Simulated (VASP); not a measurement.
# MgO (zincblende type) (F-43m) in VASP: single point with PBEsol

Aim: the single point of MgO (zincblende type) with PBEsol.

Program: VASP 6.6.1. These are calculated values, not measurements. Logs are shortened: lines on timing, memory, paths and dates and some standing lists are left out, and cuts for length are marked.

### Step 1. The cell of the first run

Symmetry: F-43m, No. 216, cubic system. Conventional cell: a = 3.748 Å, b = 3.748 Å, c = 3.748 Å, α = 90.00°, β = 90.00°, γ = 90.00°. Within 2.2 Å of Mg (site symmetry -43m) lie 4 O at 1.62 Å. O (site symmetry -43m) has 4 Mg at 1.62 Å within 2.2 Å.

### Step 2. Single point, PBEsol (6.58 Å³/atom)

Contents of POSCAR:

```
MgO
1.0
    0.0000000000      1.8740980870      1.8740980870
    1.8740980870      0.0000000000      1.8740980870
    1.8740980870      1.8740980870      0.0000000000
Mg O
1 1
Direct
    0.0000000000      0.0000000000      0.0000000000
    0.2500000000      0.2500000000      0.2500000000
```

Contents of INCAR.step1:

```
SYSTEM = MgO
ALGO = Normal
EDIFF = 1E-7
ENCUT = 520
GGA = PS
ISIF = 2
ISMEAR = -1
LASPH = .TRUE.
LCHARG = .TRUE.
LREAL = .FALSE.
LWAVE = .FALSE.
NBANDS = 11
NELM = 60
PREC = Accurate
SIGMA = 0.05
```

Contents of KPOINTS.step1:

```
k-points
0
G
  16 16 16
  0 0 0
```

Contents of INCAR.step2:

```
SYSTEM = MgO
ALGO = Normal
EDIFF = 1E-7
ENCUT = 520
GGA = PS
ICHARG = 11
ISIF = 2
ISMEAR = -5
LASPH = .TRUE.
LCHARG = .FALSE.
LORBIT = 11
LREAL = .FALSE.
LWAVE = .FALSE.
NEDOS = 2001
NELM = 60
PREC = Accurate
SIGMA = 0.05
```

Contents of KPOINTS.step2:

```
k-points
0
G
  24 24 24
  0 0 0
```

Potentials or basis: VASP PAW PBE potentials, release 64 (Mg, O).

Command:

```sh
cat potpaw_PBE.64/Mg/POTCAR potpaw_PBE.64/O/POTCAR > POTCAR
cp INCAR.step1 INCAR
cp KPOINTS.step1 KPOINTS
mpirun -np 1 vasp_std > vasp.out
cp INCAR.step2 INCAR
cp KPOINTS.step2 KPOINTS
mpirun -np 1 vasp_std > vasp.out
```

OUTCAR:

```text
SYSTEM = MgO
   EDIFF = 1E-7
   ENCUT = 520
   GGA = PS
   ICHARG = 11
   ISIF = 2
   ISMEAR = -5
   LASPH = .TRUE.
   LORBIT = 11
   LREAL = .FALSE.
   NELM = 60
   PREC = Accurate

 ion  position               nearest neighbor table
   1  0.000  0.000  0.000-   2 1.62   2 1.62   2 1.62   2 1.62
   2  0.250  0.250  0.250-   1 1.62   1 1.62   1 1.62   1 1.62

  LATTYP: Found a face centered cubic cell.
 ALAT       =     3.7481961740

  Lattice vectors:

 A1 = (   0.0000000000,   1.8740980870,   1.8740980870)
 A2 = (   1.8740980870,   0.0000000000,   1.8740980870)
 A3 = (   1.8740980870,   1.8740980870,   0.0000000000)

Analysis of symmetry for initial positions (statically):
=====================================================================
 Subroutine PRICEL returns:
 Original cell was already a primitive cell.

 Routine SETGRP: Setting up the symmetry group for a
 face centered cubic supercell.

 Subroutine GETGRP returns: Found 24 space group operations
 (whereof 24 operations were pure point group operations)
 out of a pool of 48 trial point group operations.

The static configuration has the point symmetry T_d .

Analysis of symmetry for dynamics (positions and initial velocities):
=====================================================================
 Subroutine PRICEL returns:
 Original cell was already a primitive cell.

 Routine SETGRP: Setting up the symmetry group for a
 face centered cubic supercell.

 Subroutine GETGRP returns: Found 24 space group operations
 (whereof 24 operations were pure point group operations)
 out of a pool of 48 trial point group operations.

The dynamic configuration has the point symmetry T_d .

 Subroutine INISYM returns: Found 24 space group operations
 (whereof 24 operations are pure point group operations),
 and found     1 'primitive' translations

----------------------------------------------------------------------------------------

                                     Primitive cell

  volume of cell :      13.1646

  direct lattice vectors                    reciprocal lattice vectors
     0.000000000  1.874098087  1.874098087    -0.266795000  0.266795000  0.266795000
     1.874098087  0.000000000  1.874098087     0.266795000 -0.266795000  0.266795000
     1.874098087  1.874098087  0.000000000     0.266795000  0.266795000 -0.266795000

  length of vectors
     2.650374932  2.650374932  2.650374932     0.462102496  0.462102496  0.462102496

  position of ions in fractional coordinates (direct lattice)
     0.000000000  0.000000000  0.000000000
     0.250000000  0.250000000  0.250000000

  ion indices of the primitive-cell ions
   primitive index   ion index
                 1           1
                 2           2

----------------------------------------------------------------------------------------

 KPOINTS: k-points

Automatic generation of k-mesh.
 Grid dimensions read from file:
 generate k-points for:   24   24   24

 Generating k-lattice:

  Cartesian coordinates                     Fractional coordinates (reciprocal lattice)
    -0.011116458  0.011116458  0.011116458     0.041666667  0.000000000  0.000000000
     0.011116458 -0.011116458  0.011116458     0.000000000  0.041666667  0.000000000
     0.011116458  0.011116458 -0.011116458     0.000000000  0.000000000  0.041666667

  Length of vectors
     0.019254271  0.019254271  0.019254271

  Shift w.r.t. Gamma in fractional coordinates (k-lattice)
     0.000000000  0.000000000  0.000000000

 TETIRR: Found   1864 inequivalent tetrahedra from    82944

 Subroutine IBZKPT returns following result:
 ===========================================

 Found    413 irreducible k-points:

 Following reciprocal coordinates:
            Coordinates               Weight
  0.000000  0.000000  0.000000      1.000000
  0.041667  0.000000  0.000000      8.000000
  0.083333  0.000000  0.000000      8.000000
  0.125000  0.000000  0.000000      8.000000
  0.166667  0.000000  0.000000      8.000000
  0.208333  0.000000  0.000000      8.000000
[... 16 lines left out ...]
  0.416667  0.041667  0.000000     24.000000
  0.458333  0.041667  0.000000     24.000000
 [... further k-points ...]
   k-points           NKPTS =    413   k-points in BZ     NKDIM =    413   number of bands    NBANDS=      8
   number of dos      NEDOS =   2001   number of ions     NIONS =      2
   total plane-waves  NPLWV =   8000
   dimension x,y,z NGX =    20 NGY =   20 NGZ =   20
   dimension x,y,z NGXF=    40 NGYF=   40 NGZF=   40
   ions per type =               1   1
   NGX,Y,Z   is equivalent  to a cutoff of  12.55, 12.55, 12.55 a.u.
   NGXF,Y,Z  is equivalent  to a cutoff of  25.09, 25.09, 25.09 a.u.
 SYSTEM =  MgO
   PREC   = accura    normal or accurate (medium, high low for compatibility)
   ISTART =      0    job   : 0-new  1-cont  2-samecut
   ICHARG =     11    charge: 1-file 2-atom 10-const
   ISPIN  =      1    spin polarized calculation?
   LNONCOLLINEAR =      F non collinear calculations
   LSORBIT =      F    spin-orbit coupling
   LASPH  =      T    aspherical Exc in radial PAW
   ENCUT  =  520.0 eV  38.22 Ry    6.18 a.u.   4.93  4.93  4.93*2*pi/ulx,y,z
   NELM   =     60;   NELMIN=  2; NELMDL=  0     # of ELM steps
   EDIFF  = 0.1E-06   stopping-criterion for ELM
   LREAL  =      F    real-space projection
   EDIFFG = 0.1E-05   stopping-criterion for IOM
   NSW    =      0    number of steps for IOM
   IBRION =     -1    ionic relax: 0-MD 1-quasi-New 2-CG
   NFREE  =      0    steps in history (QN), initial steepest desc. (CG)
   ISIF   =      2    stress and relaxation
   ISYM   =      2    0-nonsym 1-usesym 2-fastsym
   POTIM  = 0.5000    time-step for ionic-motion
   TEBEG  =    0.0;   TEEND  =   0.0 temperature during run
   PSTRESS=    0.0 pullay stress
   NELECT =       8.0000    total number of electrons
   NUPDOWN=      -1.0000    fix difference up-down
   EMIN   =  10.00;   EMAX   =-10.00  energy-range for DOS
   EFERMI =   0.00;   METHOD = LEGACY
   ISMEAR =    -5;   SIGMA  =   0.05  broadening in eV -4-tet -1-fermi 0-gaus
   EFERMI_NEDOS =   21; number of points for ismear=-14 and -15
   IALGO  =     38    algorithm
   IMIX   =      4    mixing-type and parameters
     AMIX     =   0.40;   BMIX     =  1.00
     AMIX_MAG =   1.60;   BMIX_MAG =  1.00
  volume/ion in A,a.u.               =       6.58        44.42
  Fermi-wavevector in a.u.,A,eV,Ry     =   1.386657  2.620403 26.161538  1.922819
  Thomas-Fermi vector in A             =   2.510952
   LORBIT       =     11    0 simple, 1 ext, 2 COOP (PROOUT), +10 PAW based schemes
   GGA     = PS    functional components
   LHFCALC =     F    Hartree Fock is set to
   AEXX    =    0.0000 exact exchange contribution
   IVDW    =     0    specifies the selected vdW correction
   LEPSILON=     F    determine dielectric tensor
   LRPA    =     F    only Hartree local field effects (RPA)
 non-spin polarized calculation
 Fermi weights with tetrahedron method with Bloechl corrections
  energy-cutoff  :      520.00
  volume of cell :       13.16
 maximum number of plane-waves:       366

 number of electron       8.0000005 magnetization

 Free energy of the ion-electron system (eV)
  ---------------------------------------------------
  ext. energy  EPLUGINS =         0.00000000
  ---------------------------------------------------
  free energy    TOTEN  =        -7.19232104 eV

  energy without entropy =       -7.19232104  energy(sigma->0) =       -7.19232104

 E-fermi :   4.9852     XC(G=0): -12.8683

 val. band max:        4.9704852641   @ k =  -0.1667   0.1250   0.0000
 cond. band min:      12.2155682704   @ k =   0.5000   0.5000   0.0000
 fundamental gap:      7.2450830063
 Fermi energy:         4.9852452954

 k-point     1 :       0.0000    0.0000    0.0000
  band No.  band energies     occupation
      1     -13.1990      2.00000
      2       4.9094      2.00000
      3       4.9094      2.00000
      4       4.9094      2.00000
      5      12.8933      0.00000
      6      28.8548      0.00000
      7      28.8548      0.00000
      8      28.8548      0.00000

 k-point     2 :       0.0417    0.0000    0.0000
  band No.  band energies     occupation
      1     -13.1691      2.00000
      2       4.7912      2.00000
      3       4.9083      2.00000
      4       4.9083      2.00000
      5      13.0125      0.00000
      6      28.5607      0.00000
      7      28.7288      0.00000
      8      28.7288      0.00000

 k-point     3 :       0.0833    0.0000    0.0000
  band No.  band energies     occupation
      1     -13.0806      2.00000
      2       4.4615      2.00000
      3       4.9048      2.00000
      4       4.9048      2.00000
      5      13.3437      0.00000
      6      27.8147      0.00000
      7      28.3326      0.00000
      8      28.3326      0.00000

 k-point     4 :       0.1250    0.0000    0.0000
  band No.  band energies     occupation
      1     -12.9373      2.00000
      2       3.9779      2.00000
      3       4.8991      2.00000
      4       4.8991      2.00000
      5      13.8252      0.00000
      6      26.8506      0.00000
      7      27.7327      0.00000
      8      27.7327      0.00000

 k-point     5 :       0.1667    0.0000    0.0000
  band No.  band energies     occupation
      1     -12.7455      2.00000
      2       3.4027      2.00000
      3       4.8912      2.00000
      4       4.8912      2.00000
      5      14.3903      0.00000
      6      25.8202      0.00000
      7      27.0692      0.00000
      8      27.0692      0.00000

 k-point     6 :       0.2083    0.0000    0.0000
  band No.  band energies     occupation
      1     -12.5144      2.00000
      2       2.7873      2.00000
      3       4.8813      2.00000
      4       4.8813      2.00000
      5      14.9851      0.00000
      6      24.7959      0.00000
      7      26.4313      0.00000
      8      26.4313      0.00000

 k-point     7 :       0.2500    0.0000    0.0000
  band No.  band energies     occupation
      1     -12.2551      2.00000
      2       2.1717      2.00000
      3       4.8699      2.00000
      4       4.8699      2.00000
      5      15.5735      0.00000
      6      23.8108      0.00000
      7      25.8590      0.00000
      8      25.8590      0.00000
[... 133 lines left out ...]
 k-point    20 :       0.2917    0.0417    0.0000
  band No.  band energies     occupation
      1     -12.0539      2.00000
      2       1.7797      2.00000
      3       4.8028      2.00000
      4       4.8631      2.00000
      5      15.9730      0.00000
      6      22.8874      0.00000
      7      25.4508      0.00000
      8      25.8763      0.00000

 k-point    21 :       0.3333    0.0417    0.0000
  band No.  band energies     occupation
      1     -11.7856      2.00000
      2       1.2401      2.00000
      3       4.7944      2.00000
      4       4.8420      2.00000
      5      16.4999      0.00000
      6      22.0649      0.00000
      7      25.0325      0.00000
      8      25.3990      0.00000

 k-point    22 :       0.3750    0.0417    0.0000
  band No.  band energies     occupation
      1     -11.5363      2.00000
      2       0.7737      2.00000
      3       4.7900      2.00000
      4       4.8189      2.00000
      5      16.9978      0.00000
      6      21.2974      0.00000
      7      24.7226      0.00000
      8      25.0049      0.00000

 k-point    23 :       0.4167    0.0417    0.0000
  band No.  band energies     occupation
      1     -11.3271      2.00000
      2       0.4041      2.00000
      3       4.7902      2.00000
      4       4.7958      2.00000
      5      17.4709      0.00000
      6      20.6011      0.00000
      7      24.5155      0.00000
      8      24.6962      0.00000

 k-point    24 :       0.4583    0.0417    0.0000
  band No.  band energies     occupation
      1     -11.1790      2.00000
      2       0.1522      2.00000
      3       4.7744      2.00000
      4       4.7952      2.00000
      5      17.9066      0.00000
      6      20.0095      0.00000
      7      24.4056      0.00000
      8      24.4735      0.00000

 [... further k-points ...]

------------------------ aborting loop because EDIFF is reached ----------------------------------------

  FORCE on cell =-STRESS in cart. coord.  units (eV):
  Direction    XX          YY          ZZ          XY          YZ          ZX
  --------------------------------------------------------------------------------------
  -------------------------------------------------------------------------------------
  Total       20.5169464     20.5169464     20.5169464      0.0000000     -0.0000000     -0.0000000
  in kB     2496.9874497   2496.9874497   2496.9874497      0.0000000     -0.0000000     -0.0000000
  external PRESSURE =    2496.9874497 kB  Pullay stress =       0.0000000 kB

 VOLUME and BASIS-vectors are now :
 -----------------------------------------------------------------------------
  energy-cutoff  :      520.00
  volume of cell :       13.16
      direct lattice vectors                 reciprocal lattice vectors
     0.000000000  1.874098087  1.874098087    -0.266795000  0.266795000  0.266795000
     1.874098087  0.000000000  1.874098087     0.266795000 -0.266795000  0.266795000
     1.874098087  1.874098087  0.000000000     0.266795000  0.266795000 -0.266795000

 POSITION                                       TOTAL-FORCE (eV/Angst)
 -----------------------------------------------------------------------------------
      0.00000      0.00000      0.00000        -0.000000     -0.000000     -0.000000
      0.93705      0.93705      0.93705         0.000000      0.000000      0.000000
 -----------------------------------------------------------------------------------
    total drift:                               -0.000003     -0.000003     -0.000003

  FREE ENERGIE OF THE ION-ELECTRON SYSTEM (eV)
  ---------------------------------------------------
  free  energy   TOTEN  =        -7.1923210406 eV

  energy  without entropy=       -7.1923210406  energy(sigma->0) =       -7.19232104

 total charge

# of ion       s       p       d       tot
------------------------------------------
    1        0.334   0.540   0.337   1.212
    2        1.602   3.898   0.000   5.499
--------------------------------------------------
tot          1.936   4.438   0.337   6.711
```

It took 60 s on 1 thread of Intel Xeon 8259CL, shared host; peak memory 0.17 GiB.

What came out:

- Valence electrons inside the program's atomic spheres: Mg 1.21; O 5.50

Levels at points of the mesh, in eV from the valence-band top:
| k point | band 1 | band 2 | band 3 | band 4 | band 5 | band 6 | band 7 | band 8 |
| --- | --- | --- | --- | --- | --- | --- | --- | --- |
| (0.00, 0.00, 0.00) | -18.17 | -0.06 | -0.06 | -0.06 | 7.92 | 23.88 | 23.88 | 23.88 |
| (0.50, 0.00, 0.00) | -16.09 | -4.97 | -0.15 | -0.15 | 13.31 | 14.72 | 19.29 | 19.29 |
| (0.50, 0.50, 0.00) | -15.46 | -4.32 | -0.83 | -0.83 | 7.25 | 15.02 | 24.81 | 24.81 |

Caveat: the PAW data sets were made with another functional, which shifts forces and pressure a little.
